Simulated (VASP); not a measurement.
The system is NaHfO.

```
Na Hf O
1.0
     3.78046    0.00000    0.00000
    -1.89023    3.27397    0.00000
     0.00000    0.00000    4.50469
Na Hf O
1 1 1
Direct
  0.00000 0.00000 0.00000
  0.66667 0.33333 0.50000
  0.33333 0.66667 0.50000
```

The cell was built from a structure type or drawn by symmetry, and may not be a known phase.

- Program: VASP 6.6.1
- Task: relaxation of cell and atoms
- Functional: PBE
- Potentials or basis: VASP PAW PBE potentials, release 64 (Na_pv, Hf_pv, O)
- Cutoff: 600 eV
- k mesh: 12 × 12 × 10
- Occupations: gaussian, width 0.1 eV
- Spin: no spin polarisation

At the start: pressure -3.8 GPa; volume 18.59 Å³/atom.

**Question.** Where does the relaxation end?

**Answer.** Over 12 steps the energy falls by 319.8 meV/atom and the volume is 21.45 Å³/atom (+15.4 %); space group P-6m2 (No. 187, to 0.1 Å) before and after.

The path:
| step | energy change (eV) | largest force (eV/Å) | pressure (GPa) | volume (Å³) |
| --- | --- | --- | --- | --- |
| 1 | 0.0000 | 0.0000 | -3.84 | 55.76 |
| 2 | -0.3948 | 0.0000 | 8.07 | 52.00 |
| 3 | -0.3950 | 0.0000 | 9.56 | 51.65 |
| 4 | -0.6938 | 0.0000 | 7.85 | 55.13 |
| 5 | -0.8537 | 0.0000 | 6.23 | 62.10 |
| 6 | -0.8785 | 0.0000 | 6.48 | 60.32 |
| 7 | -0.8945 | 0.0000 | -4.54 | 67.73 |
| 8 | -0.9587 | 0.0000 | 0.04 | 64.06 |
| 9 | -0.9587 | 0.0000 | 0.15 | 63.98 |
| 10 | -0.9592 | 0.0000 | 0.11 | 64.12 |
| 11 | -0.9594 | 0.0000 | 0.05 | 64.37 |
| 12 | -0.9595 | 0.0000 | 0.05 | 64.35 |

Final structure:
```
CELL_PARAMETERS angstrom
3.53046 0.00000 0.00000
-1.76523 3.05747 0.00000
0.00000 0.00000 5.96142
ATOMIC_POSITIONS crystal
Na 0.00000 0.00000 0.00000
Hf 0.66667 0.33333 0.50000
O 0.33333 0.66667 0.50000
```

Caveat: the volume moved by over 15 % at a fixed basis, so the end points are rough; an odd number of electrons without spin polarisation forces a metal; a magnetic or distorted state may lie lower.
